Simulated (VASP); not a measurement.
Write the native input for VASP 6.6.1 that does the following.

| Quantity | Value |
| --- | --- |
| Task | single point |
| Functional | LDA |
| Potentials or basis | VASP PAW LDA potentials, release 64 (Al) |
| Cutoff | 520 eV |
| k mesh | 18 × 18 × 10 |
| Occupations | gaussian, width 0.15 eV |
| Spin | no spin polarisation |
| Dipole correction | no |
| Further INCAR settings | ALGO = Fast; EDIFF = 1e-07; NBANDS = 10 |

The structure of Al lies in POSCAR:

```
Al
1.0
    2.8515000000      0.0000000000      0.0000000000
   -1.4257500000      2.4694714389      0.0000000000
    0.0000000000      0.0000000000      4.4988000000
Al
2
Direct
    0.6666666667      0.3333333333      0.7500000000
    0.3333333333      0.6666666667      0.2500000000
```

This isn't the form of Al at room conditions, which is fcc.

These files were run (other wordings do the same):

INCAR

```
PREC     = Accurate       # precision mode
ENCUT    = 520            # plane-wave cutoff, eV
EDIFF    = 1E-7           # SCF threshold, eV
ISMEAR   = 0              # smearing method
SIGMA    = 0.15           # smearing width, eV
LREAL    = F              # projectors in reciprocal space
LASPH    = T              # aspherical terms in the spheres
NELM     = 100            # most SCF steps
ALGO     = Fast           # electronic algorithm
ISIF     = 2              # what is computed and relaxed
LWAVE    = F              # write WAVECAR
LCHARG   = F              # write CHGCAR
NBANDS   = 10             # bands
```

KPOINTS

```
Automatic mesh
0
Gamma
  18 18 10
```

Potentials or basis: VASP PAW LDA potentials, release 64 (Al).

Command:

```console
$ cat potpaw_LDA.64/Al/POTCAR > POTCAR
$ mpirun -np 1 vasp_std > vasp.out
```

Results of the run:

```
Pressure               : 0.7 GPa
Band gap on the k mesh : zero (bands 3 and 4 overlap by 8.08 eV)
```

Run time: 65 s on 1 thread of Intel Xeon 8259CL, with other jobs on the host, peak memory 0.17 GiB.
